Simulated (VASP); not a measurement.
LiNbO3, 10 atoms in the cell. The structure is trigonal, space group R3c (No. 161). Conventional cell: a = 5.080 Å, b = 5.080 Å, c = 14.628 Å, α = 90.00°, β = 90.00°, γ = 120.00°. Li (site symmetry 3) has 6 O at 2.06 to 2.29 Å within 2.7 Å. Nb (site symmetry 3) has 6 O at 1.87 to 2.18 Å within 2.5 Å. O (site symmetry 1) has 2 Nb at 1.87 to 2.18 Å and 2 Li at 2.06 to 2.29 Å within 2.5 Å.  This cell differs from its parent crystal: volume 10.899 Å^3 an atom, c/a of the conventional cell 2.8794.

- Program: VASP 6.6.1
- Task: single point
- Functional: PBE
- Potentials or basis: VASP PAW PBE potentials, release 64 (Li_sv, Nb_sv, O)
- Cutoff: 520 eV
- k mesh: 6 × 6 × 6
- Occupations: gaussian, width 0.05 eV
- Spin: no spin polarisation
- Dipole correction: no
- Further INCAR settings: ALGO = Normal; EDIFF = 1e-06; NBANDS = 45

Potentials or basis: VASP PAW PBE potentials, release 64 (Li_sv, Nb_sv, O).

Launch:

```sh
$ cat potpaw_PBE.64/Li_sv/POTCAR potpaw_PBE.64/Nb_sv/POTCAR potpaw_PBE.64/O/POTCAR > POTCAR
$ mpirun -np 1 vasp_std > vasp.out
```

Hardware: 1 thread of Intel(R) Xeon(R) 6975P-C (Granite Rapids), with other jobs on the host.

Problem. How long does it take, and how much memory?

Solution. It took 4.6 min on 1 thread of Intel(R) Xeon(R) 6975P-C (Granite Rapids), on a shared host, peak memory 0.32 GiB. Counts: scf iterations 16, k points 32.
